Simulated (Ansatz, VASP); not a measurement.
**MoS2: VASP beside Ansatz**

```xyz
9
Lattice="3.1215 0.0000 0.0000 -1.5608 2.7033 0.0000 0.0000 0.0000 56.4427" Properties=species:S:1:pos:R:3 pbc="T T T"
S     0.0000    1.8022   20.6327
S     0.0000    1.8022   23.7392
S     1.5608    0.9011   26.6670
S     1.5608    0.9011   29.7757
S     0.0000    1.8022   32.7035
S     0.0000    1.8022   35.8101
Mo    1.5608    0.9011   22.1844
Mo    0.0000    1.8022   28.2214
Mo    1.5608    0.9011   34.2583
```

Alike in both runs: functional LDA; k mesh 12 × 12 × 1; occupations gaussian, width 0.02 eV; no spin polarisation.

Ansatz relaxed the structure, and its values are those at the end. VASP's run is a single point on that final structure, the one shown.

```csv
,VASP,Ansatz
version,VASP 6.6.1,Ansatz 0.2.0
potentials or method,"VASP PAW LDA potentials, release 64 (S, Mo_sv), cutoff 520 eV","scalar-relativistic, plane waves, PAW"
valence electrons in the cell,78,78
```

|  | VASP | Ansatz | Ansatz less VASP |
| --- | --- | --- | --- |
| gap on the k mesh at the Fermi level (eV) | 0.97 | 0.96 | -0.011 |
| least direct gap on the mesh (eV) | 1.80 | 1.79 | -0.008 |
| rms of the force components (eV/Å) | 0.008 | 0.001 | -0.0075 |

LDA's correlation is that of Perdew and Zunger in VASP and of Perdew and Wang (1992) in Ansatz.
